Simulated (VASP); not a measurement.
A run of VASP 6.6.1 is set up as follows.

Contents of INCAR:

```
SYSTEM = Si
  ALGO = Normal
  EDIFF = 1E-6
  ENCUT = 520
  GGA = PE
  ISIF = 2
  ISMEAR = -1
  LASPH = .True.
  LCHARG = .False.
  LREAL = .False.
  LWAVE = .False.
  NBANDS = 16
  NELM = 80
  PREC = Accurate
  SIGMA = 0.02
```

The input KPOINTS:

```
k-points
0
Gamma
  12 12 4
  0 0 0
```

File POSCAR:

```
Si
1.0
    3.8321295590      0.0000000000      0.0000000000
   -1.9160647795      3.3187215487      0.0000000000
    0.0000000000      0.0000000000      6.3412168605
Si
4
Direct
    0.3333333333      0.6666666667      0.0005609409
    0.6666666667      0.3333333333      0.5005609409
    0.3333333333      0.6666666667      0.3744390591
    0.6666666667      0.3333333333      0.8744390591
```

Potentials or basis: VASP PAW PBE potentials, release 64 (Si).

Command:

```sh
$ cat potpaw_PBE.64/Si/POTCAR > POTCAR
$ mpirun -np 1 vasp_std > vasp.out
```

(1) Estimate the band gap on the k mesh.

(2) Estimate the pressure.

Answers

(1) 0.43 eV, indirect (least direct gap 1.04 eV).

(2) 1.2 GPa.
